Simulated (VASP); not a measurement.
# Sc12H (a cell with a defect) in VASP: relaxation of the atoms with PBE+D3(BJ)

Aim: the relaxation of the atoms of Sc12H (a cell with a defect) with PBE+D3(BJ).

Program: VASP 6.6.1. These are calculated values, not measurements. Logs are shortened: lines on timing, memory, paths and dates and some standing lists are left out, and cuts for length are marked.

## 1. The cell of the first run

The cell holds a defect, 13 atoms: a = 6.620 Å, b = 9.930 Å, c = 5.276 Å, α = 90.00°, β = 90.00°, γ = 120.00°.

## 2. Relaxation of the atoms, PBE+D3(BJ)

The input, INCAR:

```
SYSTEM = Sc12H
ALGO = Normal
EDIFF = 1E-7
EDIFFG = -0.08
ENCUT = 520
GGA = PE
IBRION = 2
ISIF = 2
ISMEAR = -1
IVDW = 12
LASPH = .True.
LCHARG = .False.
LREAL = .False.
LUSENCCL = .False.
LWAVE = .False.
NELM = 60
NSW = 45
PREC = Accurate
SIGMA = 0.1
```

The input, KPOINTS:

```
k-points
0
Gamma
  2 1 2
  0 0 0
```

The input, POSCAR:

```
Sc12H
1.0
    6.6200000000      0.0000000000      0.0000000000
   -4.9650000000      8.5996320000      0.0000000000
    0.0000000000      0.0000000000      5.2761400000
Sc H
12 1
Direct
    0.0000000000      0.0000000000      0.0000000000
    0.1666667000      0.2222222000      0.5000000000
    0.0000000000      0.3333333000      0.0000000000
    0.1666667000      0.5555556000      0.5000000000
    0.0000000000      0.6666667000      0.0000000000
    0.1666667000      0.8888889000      0.5000000000
    0.5000000000      0.0000000000      0.0000000000
    0.6666667000      0.2222222000      0.5000000000
    0.5000000000      0.3333333000      0.0000000000
    0.6666667000      0.5555556000      0.5000000000
    0.5000000000      0.6666667000      0.0000000000
    0.6666667000      0.8888889000      0.5000000000
    0.3234702000      0.1059755000      0.2498428000
```

Potentials or basis: VASP PAW PBE potentials, release 64 (Sc_sv, H).

On the command line:

```
> cat potpaw_PBE.64/Sc_sv/POTCAR potpaw_PBE.64/H/POTCAR > POTCAR
> mpirun -np 1 vasp_std > vasp.out
```

OUTCAR:

```text
SYSTEM = Sc12H
   EDIFF = 1E-7
   EDIFFG = -0.08
   ENCUT = 520
   GGA = PE
   IBRION = 2
   ISIF = 2
   ISMEAR = -1
   IVDW = 12
   LASPH = .True.
   LREAL = .False.
   NELM = 60
   NSW = 45
   PREC = Accurate
 IVDW          = 12

 ion  position               nearest neighbor table
   1  0.000  0.000  0.000-   2 3.26   2 3.26  12 3.26  12 3.26   6 3.26   6 3.26   5 3.31   3 3.31
                             9 3.31  11 3.31   7 3.31   7 3.31
   2  0.167  0.222  0.500-   1 3.26   1 3.26   9 3.26   9 3.26   3 3.26   3 3.26   6 3.31  12 3.31
                             8 3.31   8 3.31  10 3.31   4 3.31
   3  0.000  0.333  0.000-   8 3.26   8 3.26   2 3.26   2 3.26   4 3.26   4 3.26   1 3.31   7 3.31
                             9 3.31   9 3.31  11 3.31   5 3.31
   4  0.167  0.556  0.500-  11 3.26  11 3.26   5 3.26   5 3.26   3 3.26   3 3.26   6 3.31  12 3.31
                            10 3.31  10 3.31   8 3.31   2 3.31
   5  0.000  0.667  0.000-   6 3.26   6 3.26  10 3.26  10 3.26   4 3.26   4 3.26   1 3.31   7 3.31
                            11 3.31  11 3.31   9 3.31   3 3.31
   6  0.167  0.889  0.500-   5 3.26   5 3.26   7 3.26   7 3.26   1 3.26   1 3.26   4 3.31   2 3.31
                             8 3.31  10 3.31  12 3.31  12 3.31
   7  0.500  0.000  0.000-   8 3.26   8 3.26   6 3.26   6 3.26  12 3.26  12 3.26   9 3.31  11 3.31
                             3 3.31   5 3.31   1 3.31   1 3.31
   8  0.667  0.222  0.500-   7 3.26   7 3.26   3 3.26   3 3.26   9 3.26   9 3.26  12 3.31   6 3.31
                             2 3.31   2 3.31   4 3.31  10 3.31
   9  0.500  0.333  0.000-   2 3.26   2 3.26   8 3.26   8 3.26  10 3.26  10 3.26   7 3.31   1 3.31
                             3 3.31   3 3.31   5 3.31  11 3.31
  10  0.667  0.556  0.500-   5 3.26   5 3.26  11 3.26  11 3.26   9 3.26   9 3.26  12 3.31   6 3.31
                             4 3.31   4 3.31   2 3.31   8 3.31
  11  0.500  0.667  0.000-  12 3.26  12 3.26   4 3.26   4 3.26  10 3.26  10 3.26   7 3.31   1 3.31
                             5 3.31   5 3.31   3 3.31   9 3.31
  12  0.667  0.889  0.500-  11 3.26  11 3.26   1 3.26   1 3.26   7 3.26   7 3.26   8 3.31  10 3.31
                             2 3.31   4 3.31   6 3.31   6 3.31
  13  0.323  0.106  0.250-

  LATTYP: Found a simple monoclinic cell.
 ALAT       =     6.6200000000
 B/A-ratio  =     0.7970000000
 C/A-ratio  =     1.3228756170
 COS(beta)  =    -0.1889822420

  Lattice vectors:

 A1 = (   6.6200000000,   0.0000000000,   0.0000000000)
 A2 = (   0.0000000000,   0.0000000000,   5.2761400000)
 A3 = (  -1.6550000000,  -8.5996320000,   0.0000000000)

Analysis of symmetry for initial positions (statically):
=====================================================================
 Subroutine PRICEL returns:
 Original cell was already a primitive cell.

 Routine SETGRP: Setting up the symmetry group for a
 simple monoclinic supercell.

 Subroutine GETGRP returns: Found  1 space group operations
 (whereof  1 operations were pure point group operations)
 out of a pool of  4 trial point group operations.

The static configuration has the point symmetry C_1 .

Analysis of symmetry for dynamics (positions and initial velocities):
=====================================================================
 Subroutine PRICEL returns:
 Original cell was already a primitive cell.

 Routine SETGRP: Setting up the symmetry group for a
 simple monoclinic supercell.

 Subroutine GETGRP returns: Found  1 space group operations
 (whereof  1 operations were pure point group operations)
 out of a pool of  4 trial point group operations.

The dynamic configuration has the point symmetry C_1 .

 Subroutine INISYM returns: Found  1 space group operations
 (whereof  1 operations are pure point group operations),
 and found     1 'primitive' translations

----------------------------------------------------------------------------------------

                                     Primitive cell

  volume of cell :     300.3683

  direct lattice vectors                    reciprocal lattice vectors
     6.620000000  0.000000000  0.000000000     0.151057402  0.087213034 -0.000000000
    -4.965000000  8.599632000  0.000000000     0.000000000  0.116284046  0.000000000
     0.000000000  0.000000000  5.276140000     0.000000000 -0.000000000  0.189532499

  length of vectors
     6.620000000  9.929999775  5.276140000     0.174426065  0.116284046  0.189532499

  position of ions in fractional coordinates (direct lattice)
     0.000000000  0.000000000  0.000000000
     0.166666700  0.222222200  0.500000000
     0.000000000  0.333333300  0.000000000
     0.166666700  0.555555600  0.500000000
     0.000000000  0.666666700  0.000000000
     0.166666700  0.888888900  0.500000000
     0.500000000  0.000000000  0.000000000
     0.666666700  0.222222200  0.500000000
     0.500000000  0.333333300  0.000000000
     0.666666700  0.555555600  0.500000000
     0.500000000  0.666666700  0.000000000
     0.666666700  0.888888900  0.500000000
     0.323470200  0.105975500  0.249842800

  ion indices of the primitive-cell ions
   primitive index   ion index
                 1           1
                 2           2
                 3           3
                 4           4
                 5           5
                 6           6
                 7           7
                 8           8
                 9           9
                10          10
                11          11
                12          12
                13          13

----------------------------------------------------------------------------------------

 KPOINTS: k-points

Automatic generation of k-mesh.
 Grid dimensions read from file:
 generate k-points for:    2    1    2

 Generating k-lattice:

  Cartesian coordinates                     Fractional coordinates (reciprocal lattice)
     0.075528701  0.043606517 -0.000000000     0.500000000  0.000000000  0.000000000
     0.000000000  0.116284046  0.000000000     0.000000000  1.000000000  0.000000000
     0.000000000 -0.000000000  0.094766250     0.000000000  0.000000000  0.500000000

  Length of vectors
     0.087213032  0.116284046  0.094766250

  Shift w.r.t. Gamma in fractional coordinates (k-lattice)
     0.000000000  0.000000000  0.000000000

 Subroutine IBZKPT returns following result:
 ===========================================

 Found      4 irreducible k-points:

 Following reciprocal coordinates:
            Coordinates               Weight
  0.000000  0.000000  0.000000      1.000000
  0.500000  0.000000  0.000000      1.000000
  0.000000  0.000000  0.500000      1.000000
  0.500000  0.000000  0.500000      1.000000
   k-points           NKPTS =      4   k-points in BZ     NKDIM =      4   number of bands    NBANDS=     79
   number of dos      NEDOS =    301   number of ions     NIONS =     13
   total plane-waves  NPLWV = 160000
   dimension x,y,z NGX =    50 NGY =   80 NGZ =   40
   dimension x,y,z NGXF=   100 NGYF=  160 NGZF=   80
   ions per type =              12   1
   NGX,Y,Z   is equivalent  to a cutoff of  12.56, 13.39, 12.60 a.u.
   NGXF,Y,Z  is equivalent  to a cutoff of  25.11, 26.79, 25.21 a.u.
 SYSTEM =  Sc12H
   PREC   = accura    normal or accurate (medium, high low for compatibility)
   ISTART =      0    job   : 0-new  1-cont  2-samecut
   ICHARG =      2    charge: 1-file 2-atom 10-const
   ISPIN  =      1    spin polarized calculation?
   LNONCOLLINEAR =      F non collinear calculations
   LSORBIT =      F    spin-orbit coupling
   LASPH  =      T    aspherical Exc in radial PAW
   ENCUT  =  520.0 eV  38.22 Ry    6.18 a.u.  12.31 18.46  9.81*2*pi/ulx,y,z
   NELM   =     60;   NELMIN=  2; NELMDL= -5     # of ELM steps
   EDIFF  = 0.1E-06   stopping-criterion for ELM
   LREAL  =      F    real-space projection
   EDIFFG = -.8E-01   stopping-criterion for IOM
   NSW    =     45    number of steps for IOM
   IBRION =      2    ionic relax: 0-MD 1-quasi-New 2-CG
   NFREE  =      1    steps in history (QN), initial steepest desc. (CG)
   ISIF   =      2    stress and relaxation
   ISYM   =      2    0-nonsym 1-usesym 2-fastsym
   POTIM  = 0.5000    time-step for ionic-motion
   TEBEG  =    0.0;   TEEND  =   0.0 temperature during run
   PSTRESS=    0.0 pullay stress
   NELECT =     133.0000    total number of electrons
   NUPDOWN=      -1.0000    fix difference up-down
   EMIN   =  10.00;   EMAX   =-10.00  energy-range for DOS
   EFERMI =   0.00;   METHOD = LEGACY
   ISMEAR =    -1;   SIGMA  =   0.10  broadening in eV -4-tet -1-fermi 0-gaus
   EFERMI_NEDOS =   21; number of points for ismear=-14 and -15
   IALGO  =     38    algorithm
   IMIX   =      4    mixing-type and parameters
     AMIX     =   0.40;   BMIX     =  1.00
     AMIX_MAG =   1.60;   BMIX_MAG =  1.00
  volume/ion in A,a.u.               =      23.11       155.92
  Fermi-wavevector in a.u.,A,eV,Ry     =   1.247788  2.357977 21.183915  1.556974
  Thomas-Fermi vector in A             =   2.381904
   LORBIT       =      0    0 simple, 1 ext, 2 COOP (PROOUT), +10 PAW based schemes
   GGA     = PE    functional components
   LHFCALC =     F    Hartree Fock is set to
   AEXX    =    0.0000 exact exchange contribution
   IVDW    =    12    specifies the selected vdW correction
   LEPSILON=     F    determine dielectric tensor
   LRPA    =     F    only Hartree local field effects (RPA)
 conjugate gradient relaxation of ions
 non-spin polarized calculation
  energy-cutoff  :      520.00
  volume of cell :      300.37
 maximum number of plane-waves:      8104
 NGX is ok and might be reduce to    50
   NGX = 25   NGY = 37   NGZ = 19

--------------------------------------- Ionic step        1  -------------------------------------------

 number of electron     133.0000007 magnetization

 Free energy of the ion-electron system (eV)
  ---------------------------------------------------
  ext. energy  EPLUGINS =         0.00000000
  ---------------------------------------------------
  free energy    TOTEN  =       -79.15003644 eV

  energy without entropy =      -78.33715782  energy(sigma->0) =      -78.74359713

------------------------ aborting loop because EDIFF is reached ----------------------------------------

 Edisp (eV)   -4.71048

 E8    (eV) :    -2.2636
[... 93 lines left out ...]
--------------------------------------- Ionic step        3  -------------------------------------------

 number of electron     133.0000005 magnetization

 Free energy of the ion-electron system (eV)
  ---------------------------------------------------
  ext. energy  EPLUGINS =         0.00000000
  ---------------------------------------------------
  free energy    TOTEN  =       -79.16978687 eV

  energy without entropy =      -78.37230568  energy(sigma->0) =      -78.77104628

 E-fermi :   3.7414     XC(G=0):  -9.8623

 val. band max:        3.7297053541   @ k =   0.0000   0.0000   0.5000
 cond. band min:       3.7426896126   @ k =   0.0000   0.0000   0.5000
 fundamental gap:      0.0129842585
 Fermi energy:         3.7414405585

 k-point     1 :       0.0000    0.0000    0.0000
  band No.  band energies     occupation
      1     -45.8172      2.00000
      2     -45.7866      2.00000
      3     -45.7803      2.00000
      4     -45.7656      2.00000
      5     -45.7582      2.00000
      6     -45.7531      2.00000
[... 313 lines left out ...]
     77       4.6092      0.00034
     78       4.6336      0.00027
 [bands above 78 left out]

------------------------ aborting loop because EDIFF is reached ----------------------------------------

 Edisp (eV)   -4.71046

 E8    (eV) :    -2.2636
[... 36 lines left out ...]
  FREE ENERGIE OF THE ION-ELECTRON SYSTEM (eV)
  ---------------------------------------------------
  free  energy   TOTEN  =       -83.8802422328 eV

  energy  without entropy=      -83.0827610400  energy(sigma->0) =      -83.48150164

 reached required accuracy - stopping structural energy minimisation
```

It took 1.8 min on 1 × NVIDIA H100 80GB with 1 thread of AMD EPYC 7R13 (Zen 3), shared host; peak memory 1.4 GiB.

Results:

* Free energy: -83.8802 eV
* Energy gained by relaxing: 1.5 meV/atom
* Ionic steps: 3
* Pressure after relaxing: -3.0 GPa
* Largest force after relaxing: 0.075 eV/Å
* Dispersion energy per atom: -0.362 eV

Forces on the atoms (eV/Å):
```
Sc  -0.047  0.033 -0.012
Sc   0.026 -0.002  0.005
Sc  -0.044 -0.014  0.007
Sc   0.037 -0.028  0.005
Sc  -0.040  0.018  0.011
Sc   0.046 -0.046  0.030
Sc  -0.033 -0.004 -0.004
Sc   0.035 -0.040  0.008
Sc  -0.056  0.039 -0.030
Sc   0.038 -0.023 -0.013
Sc  -0.041  0.019 -0.007
Sc   0.039  0.007 -0.005
H    0.040  0.038  0.004
```

Step by step:
| step | energy change (eV) | largest force (eV/Å) | pressure (GPa) |
| --- | --- | --- | --- |
| 1 | 0.0000 | 0.1474 | -3.03 |
| 2 | -0.0066 | 0.1176 | -3.03 |
| 3 | -0.0197 | 0.0751 | -3.04 |

Final structure:
```
Sc H
1.0
     6.62000    0.00000    0.00000
    -4.96500    8.59963    0.00000
     0.00000    0.00000    5.27614
Sc H
12 1
Direct
  0.00041 0.00205 0.00223
  0.16948 0.22166 0.49766
  0.99805 0.33393 0.00165
  0.16668 0.55420 0.50153
  0.99846 0.66722 0.99992
  0.16942 0.88783 0.49935
  0.49641 0.00033 0.00237
  0.66594 0.21988 0.49808
  0.49692 0.33424 0.00037
  0.66792 0.55476 0.49991
  0.49997 0.66794 0.99852
  0.66792 0.88805 0.49819
  0.32590 0.10722 0.25007
```

Caveat: the k points lie up to 0.73 Å⁻¹ apart; the relaxation stopped at a loose force limit of 0.08 eV/Å, so its end isn't a converged minimum.
